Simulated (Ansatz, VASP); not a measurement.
# TaN in VASP and in Ansatz

File POSCAR:

```
TaN
1.0
    0.0000000000      2.2404226923      2.2404226923
    2.2404226923      0.0000000000      2.2404226923
    2.2404226923      2.2404226923      0.0000000000
Ta N
1 1
Direct
    0.5000000000      0.5000000000      0.5000000000
    0.0000000000      0.0000000000      0.0000000000
```

INCAR.step1

```
PREC = Accurate ; ENCUT = 660
ISMEAR = -1 ; SIGMA = 0.05
LREAL = F ; LASPH = T
NELM = 120 ; NBANDS = 16
GGA = PE ; ALGO = Normal
EDIFF = 1E-5 ; LWAVE = T
LCHARG = F ; GGA_COMPAT = F
```

INCAR.step2

```
PREC = Accurate ; ENCUT = 660
EDIFF = 1E-6 ; ISMEAR = -1
SIGMA = 0.05 ; LREAL = F
LASPH = T ; NELM = 120
ALGO = Normal ; ISIF = 2
LWAVE = F ; LCHARG = F
METAGGA = R2SCAN ; LMIXTAU = T
NBANDS = 16 ; ISTART = 1
GGA_COMPAT = F
```

The input KPOINTS:

```
regular mesh
0
Gamma
  10 10 10
```

The input input.yaml:

```yaml
crystal:
  lattice:
    - [0.0, 2.2404226923, 2.2404226923]
    - [2.2404226923, 0.0, 2.2404226923]
    - [2.2404226923, 2.2404226923, 0.0]
  atoms:
    - { symbol: Ta, position: [0.5, 0.5, 0.5] }
    - { symbol: "N", position: [0.0, 0.0, 0.0] }
hamiltonian:
  xc: r2scan
  pseudopotentials: { kind: paw }
kpoints:
  mp_grid: { grid: [10, 10, 10] }
scf:
  occupations: { method: fermi_dirac, width: 0.05 }
output:
  forces: true
  stress: true
  eigenvalues: true
```

Alike in both runs: task single point; functional r2SCAN; k mesh 10 × 10 × 10; occupations fermi-dirac, width 0.05 eV; no spin polarisation.

```csv
,VASP,Ansatz
version,VASP 6.6.1,Ansatz 0.2.0
potentials or method,"VASP PAW PBE potentials, release 64 (Ta_sv_GW, N)",Ansatz PAW
plane-wave cutoff (eV),660,500
valence electrons in the cell,18,18
```

```csv
,VASP,Ansatz,Ansatz less VASP
gap on the k mesh at the Fermi level (eV),none,none,-
pressure (GPa),-17.9,-17.8,+0.10
```

VASP's potentials were made for PBE, not for r2SCAN. A gap of «none» marks a metal or a gap that the smearing closes. The functional is the same, so the differences come from potentials, cutoffs and numerics.

Spin-orbit coupling is off throughout.
